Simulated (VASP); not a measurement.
# NaI (P6_3mc) in VASP: single point with PBE

Aim: the single point of NaI with PBE.

Program: VASP 6.6.1. These are calculated values, not measurements. Logs are shortened: lines on timing, memory, paths and dates and some standing lists are left out, and cuts for length are marked.

## (1) The cell of the first run

The typed cell holds 4 atoms: a = 5.416 Å, b = 5.416 Å, c = 6.459 Å, α = 90.00°, β = 90.00°, γ = 120.00°.

## (2) Single point, PBE

File INCAR:

```
SYSTEM = NaI
  ALGO = Normal
  EDIFF = 1E-6
  ENCUT = 520
  GGA = PE
  ISIF = 2
  ISMEAR = 0
  LASPH = .TRUE.
  LCHARG = .TRUE.
  LELF = .TRUE.
  LREAL = .FALSE.
  LVHAR = .TRUE.
  LWAVE = .FALSE.
  NBANDS = 22
  NELM = 100
  PREC = Accurate
  SIGMA = 0.01
```

File KPOINTS:

```
k-points
0
G
  6 6 4
  0 0 0
```

File POSCAR:

```
NaI
1.0
    5.4164807906      0.0000000000      0.0000000000
   -2.7082403953      4.6908099638      0.0000000000
    0.0000000000      0.0000000000      6.4591768406
Na I
2 2
Direct
    0.3333333333      0.6666666667     -0.0625512453
    0.6666666667      0.3333333333      0.4374487547
    0.3333333333      0.6666666667      0.4375512453
    0.6666666667      0.3333333333      0.9375512453
```

Potentials or basis: VASP PAW PBE potentials, release 64 (Na_pv, I).

Started as:

```sh
> cat potpaw_PBE.64/Na_pv/POTCAR potpaw_PBE.64/I/POTCAR > POTCAR
> mpirun -np 1 vasp_std > vasp.out
```

OUTCAR:

```text
SYSTEM = NaI
   EDIFF = 1E-6
   ENCUT = 520
   GGA = PE
   ISIF = 2
   ISMEAR = 0
   LASPH = .TRUE.
   LREAL = .FALSE.
   NELM = 100
   PREC = Accurate

 ion  position               nearest neighbor table
   1  0.333  0.667  0.937-   4 3.13   4 3.13   4 3.13
   2  0.667  0.333  0.437-   3 3.13   3 3.13   3 3.13
   3  0.333  0.667  0.438-   2 3.13   2 3.13   2 3.13
   4  0.667  0.333  0.938-   1 3.13   1 3.13   1 3.13

  LATTYP: Found a hexagonal cell.
 ALAT       =     5.4164807906
 C/A-ratio  =     1.1925043382

  Lattice vectors:

 A1 = (   5.4164807906,   0.0000000000,   0.0000000000)
 A2 = (  -2.7082403953,   4.6908099638,   0.0000000000)
 A3 = (   0.0000000000,   0.0000000000,   6.4591768406)

Analysis of symmetry for initial positions (statically):
=====================================================================
 Subroutine PRICEL returns:
 Original cell was already a primitive cell.

 Routine SETGRP: Setting up the symmetry group for a
 hexagonal supercell.

 Subroutine GETGRP returns: Found 12 space group operations
 (whereof  6 operations were pure point group operations)
 out of a pool of 24 trial point group operations.

The static configuration has the point symmetry C_3v.
 The point group associated with its full space group is C_6v.

Analysis of symmetry for dynamics (positions and initial velocities):
=====================================================================
 Subroutine PRICEL returns:
 Original cell was already a primitive cell.

 Routine SETGRP: Setting up the symmetry group for a
 hexagonal supercell.

 Subroutine GETGRP returns: Found 12 space group operations
 (whereof  6 operations were pure point group operations)
 out of a pool of 24 trial point group operations.

The dynamic configuration has the point symmetry C_3v.
 The point group associated with its full space group is C_6v.

 Subroutine INISYM returns: Found 12 space group operations
 (whereof  6 operations are pure point group operations),
 and found     1 'primitive' translations

----------------------------------------------------------------------------------------

                                     Primitive cell

  volume of cell :     164.1127

  direct lattice vectors                    reciprocal lattice vectors
     5.416480791  0.000000000  0.000000000     0.184621720  0.106591400  0.000000000
    -2.708240395  4.690809964  0.000000000     0.000000000  0.213182799  0.000000000
     0.000000000  0.000000000  6.459176841     0.000000000  0.000000000  0.154818489

  length of vectors
     5.416480791  5.416480791  6.459176841     0.213182799  0.213182799  0.154818489

  position of ions in fractional coordinates (direct lattice)
     0.333333333  0.666666667  0.937448755
     0.666666667  0.333333333  0.437448755
     0.333333333  0.666666667  0.437551245
     0.666666667  0.333333333  0.937551245

  ion indices of the primitive-cell ions
   primitive index   ion index
                 1           1
                 2           2
                 3           3
                 4           4

----------------------------------------------------------------------------------------

 KPOINTS: k-points

Automatic generation of k-mesh.
 Grid dimensions read from file:
 generate k-points for:    6    6    4

 Generating k-lattice:

  Cartesian coordinates                     Fractional coordinates (reciprocal lattice)
     0.030770287  0.017765233  0.000000000     0.166666667 -0.000000000  0.000000000
     0.000000000  0.035530467  0.000000000     0.000000000  0.166666667  0.000000000
     0.000000000  0.000000000  0.038704622     0.000000000  0.000000000  0.250000000

  Length of vectors
     0.035530467  0.035530467  0.038704622

  Shift w.r.t. Gamma in fractional coordinates (k-lattice)
     0.000000000  0.000000000  0.000000000

 Subroutine IBZKPT returns following result:
 ===========================================

 Found     21 irreducible k-points:

 Following reciprocal coordinates:
            Coordinates               Weight
  0.000000  0.000000  0.000000      1.000000
  0.166667  0.000000  0.000000      6.000000
  0.333333  0.000000  0.000000      6.000000
  0.500000  0.000000  0.000000      3.000000
  0.166667  0.166667  0.000000      6.000000
  0.333333  0.166667  0.000000     12.000000
[... 13 lines left out ...]
  0.333333  0.166667  0.500000     12.000000
  0.333333  0.333333  0.500000      2.000000
   k-points           NKPTS =     21   k-points in BZ     NKDIM =     21   number of bands    NBANDS=     22
   number of dos      NEDOS =    301   number of ions     NIONS =      4
   total plane-waves  NPLWV =  76800
   dimension x,y,z NGX =    40 NGY =   40 NGZ =   48
   dimension x,y,z NGXF=    80 NGYF=   80 NGZF=   96
   ions per type =               2   2
   NGX,Y,Z   is equivalent  to a cutoff of  12.28, 12.28, 12.35 a.u.
   NGXF,Y,Z  is equivalent  to a cutoff of  24.55, 24.55, 24.71 a.u.
 SYSTEM =  NaI
   PREC   = accura    normal or accurate (medium, high low for compatibility)
   ISTART =      0    job   : 0-new  1-cont  2-samecut
   ICHARG =      2    charge: 1-file 2-atom 10-const
   ISPIN  =      1    spin polarized calculation?
   LNONCOLLINEAR =      F non collinear calculations
   LSORBIT =      F    spin-orbit coupling
   LASPH  =      T    aspherical Exc in radial PAW
   ENCUT  =  520.0 eV  38.22 Ry    6.18 a.u.  10.07 10.07 12.01*2*pi/ulx,y,z
   NELM   =    100;   NELMIN=  2; NELMDL= -5     # of ELM steps
   EDIFF  = 0.1E-05   stopping-criterion for ELM
   LREAL  =      F    real-space projection
   EDIFFG = 0.1E-04   stopping-criterion for IOM
   NSW    =      0    number of steps for IOM
   IBRION =     -1    ionic relax: 0-MD 1-quasi-New 2-CG
   NFREE  =      0    steps in history (QN), initial steepest desc. (CG)
   ISIF   =      2    stress and relaxation
   ISYM   =      2    0-nonsym 1-usesym 2-fastsym
   POTIM  = 0.5000    time-step for ionic-motion
   TEBEG  =    0.0;   TEEND  =   0.0 temperature during run
   PSTRESS=    0.0 pullay stress
   NELECT =      28.0000    total number of electrons
   NUPDOWN=      -1.0000    fix difference up-down
   EMIN   =  10.00;   EMAX   =-10.00  energy-range for DOS
   EFERMI =   0.00;   METHOD = LEGACY
   ISMEAR =     0;   SIGMA  =   0.01  broadening in eV -4-tet -1-fermi 0-gaus
   EFERMI_NEDOS =   21; number of points for ismear=-14 and -15
   IALGO  =     38    algorithm
   IMIX   =      4    mixing-type and parameters
     AMIX     =   0.40;   BMIX     =  1.00
     AMIX_MAG =   1.60;   BMIX_MAG =  1.00
  volume/ion in A,a.u.               =      41.03       276.87
  Fermi-wavevector in a.u.,A,eV,Ry     =   0.907988  1.715848 11.217217  0.824442
  Thomas-Fermi vector in A             =   2.031861
   LORBIT       =      0    0 simple, 1 ext, 2 COOP (PROOUT), +10 PAW based schemes
   GGA     = PE    functional components
   LHFCALC =     F    Hartree Fock is set to
   AEXX    =    0.0000 exact exchange contribution
   IVDW    =     0    specifies the selected vdW correction
   LEPSILON=     F    determine dielectric tensor
   LRPA    =     F    only Hartree local field effects (RPA)
 non-spin polarized calculation
 Gauss-broadening in eV      SIGMA  =   0.01
  energy-cutoff  :      520.00
  volume of cell :      164.11
 maximum number of plane-waves:      4464
   NGX = 21   NGY = 21   NGZ = 25

 number of electron      28.0000001 magnetization

 Free energy of the ion-electron system (eV)
  ---------------------------------------------------
  ext. energy  EPLUGINS =         0.00000000
  ---------------------------------------------------
  free energy    TOTEN  =       -10.66440753 eV

  energy without entropy =      -10.66440753  energy(sigma->0) =      -10.66440753

 E-fermi :  -0.2512     XC(G=0):  -6.7675

 val. band max:       -0.3278138595   @ k =   0.0000   0.0000   0.0000
 cond. band min:       3.2334873448   @ k =   0.0000   0.0000   0.0000
 fundamental gap:      3.5613012043
 Fermi energy:        -0.2512244699

 k-point     1 :       0.0000    0.0000    0.0000
  band No.  band energies     occupation
      1     -22.7932      2.00000
      2     -22.7932      2.00000
      3     -22.7917      2.00000
      4     -22.7917      2.00000
      5     -22.7898      2.00000
      6     -22.7858      2.00000
[... 14 lines left out ...]
     21       7.6077      0.00000
     22       7.6077      0.00000

 k-point     2 :       0.1667    0.0000    0.0000
  band No.  band energies     occupation
      1     -22.7935      2.00000
      2     -22.7934      2.00000
      3     -22.7920      2.00000
      4     -22.7917      2.00000
      5     -22.7895      2.00000
      6     -22.7861      2.00000
[... 14 lines left out ...]
     21       7.3399      0.00000
     22       7.9379      0.00000

 k-point     3 :       0.3333    0.0000    0.0000
  band No.  band energies     occupation
      1     -22.7938      2.00000
      2     -22.7936      2.00000
      3     -22.7927      2.00000
      4     -22.7917      2.00000
      5     -22.7889      2.00000
      6     -22.7866      2.00000
[... 14 lines left out ...]
     21       7.7177      0.00000
     22       8.6088      0.00000

 k-point     4 :       0.5000    0.0000    0.0000
  band No.  band energies     occupation
      1     -22.7940      2.00000
      2     -22.7936      2.00000
      3     -22.7931      2.00000
      4     -22.7917      2.00000
      5     -22.7884      2.00000
      6     -22.7871      2.00000
[... 14 lines left out ...]
     21       8.8897      0.00000
     22       8.9603      0.00000

 k-point     5 :       0.1667    0.1667    0.0000
  band No.  band energies     occupation
      1     -22.7937      2.00000
      2     -22.7936      2.00000
      3     -22.7925      2.00000
      4     -22.7917      2.00000
      5     -22.7891      2.00000
      6     -22.7865      2.00000
[... 342 lines left out ...]
 k-point    19 :       0.1667    0.1667    0.5000
  band No.  band energies     occupation
      1     -22.7936      2.00000
      2     -22.7936      2.00000
      3     -22.7926      2.00000
      4     -22.7926      2.00000
      5     -22.7874      2.00000
      6     -22.7874      2.00000
[... 14 lines left out ...]
     21       7.4587      0.00000
     22       7.4587      0.00000

 k-point    20 :       0.3333    0.1667    0.5000
  band No.  band energies     occupation
      1     -22.7942      2.00000
      2     -22.7942      2.00000
      3     -22.7927      2.00000
      4     -22.7927      2.00000
      5     -22.7872      2.00000
      6     -22.7872      2.00000
[... 14 lines left out ...]
     21       7.9610      0.00000
     22       7.9610      0.00000

 k-point    21 :       0.3333    0.3333    0.5000
  band No.  band energies     occupation
      1     -22.7943      2.00000
      2     -22.7943      2.00000
      3     -22.7929      2.00000
      4     -22.7929      2.00000
      5     -22.7871      2.00000
      6     -22.7871      2.00000
[... 14 lines left out ...]
     21       8.1238      0.00000
     22       8.1238      0.00000

------------------------ aborting loop because EDIFF is reached ----------------------------------------

  FORCE on cell =-STRESS in cart. coord.  units (eV):
  Direction    XX          YY          ZZ          XY          YZ          ZX
  --------------------------------------------------------------------------------------
  -------------------------------------------------------------------------------------
  Total        0.3960298      0.3960298      0.4417844      0.0000000      0.0000000      0.0000000
  in kB        3.8663060      3.8663060      4.3129932      0.0000000      0.0000000      0.0000000
  external PRESSURE =       4.0152017 kB  Pullay stress =       0.0000000 kB

 VOLUME and BASIS-vectors are now :
 -----------------------------------------------------------------------------
  energy-cutoff  :      520.00
  volume of cell :      164.11
      direct lattice vectors                 reciprocal lattice vectors
     5.416480791  0.000000000  0.000000000     0.184621720  0.106591400  0.000000000
    -2.708240395  4.690809964  0.000000000     0.000000000  0.213182799  0.000000000
     0.000000000  0.000000000  6.459176841     0.000000000  0.000000000  0.154818489

 POSITION                                       TOTAL-FORCE (eV/Angst)
 -----------------------------------------------------------------------------------
     -0.00000      3.12721      6.05515        -0.000000      0.000000      0.000559
      2.70824      1.56360      2.82556         0.000000     -0.000000      0.000559
     -0.00000      3.12721      2.82622         0.000000      0.000000     -0.000559
      2.70824      1.56360      6.05581         0.000000      0.000000     -0.000559
 -----------------------------------------------------------------------------------
    total drift:                               -0.000000      0.000000     -0.000046

  FREE ENERGIE OF THE ION-ELECTRON SYSTEM (eV)
  ---------------------------------------------------
  free  energy   TOTEN  =       -10.6644075299 eV

  energy  without entropy=      -10.6644075299  energy(sigma->0) =      -10.66440753
```

Run time: 42 s. Hardware: 1 thread of Intel Xeon 6975P-C (Granite Rapids), shared host; peak memory 0.27 GiB.

What came out:

* Free energy: -10.6644 eV
* Pressure: 0.4 GPa
* Band gap on the k mesh: 3.56 eV, direct

Caveat: spin-orbit coupling is left out, which moves the levels of the heavy elements. Expect the measured gap to be larger: semilocal functionals such as PBE lack the derivative discontinuity.
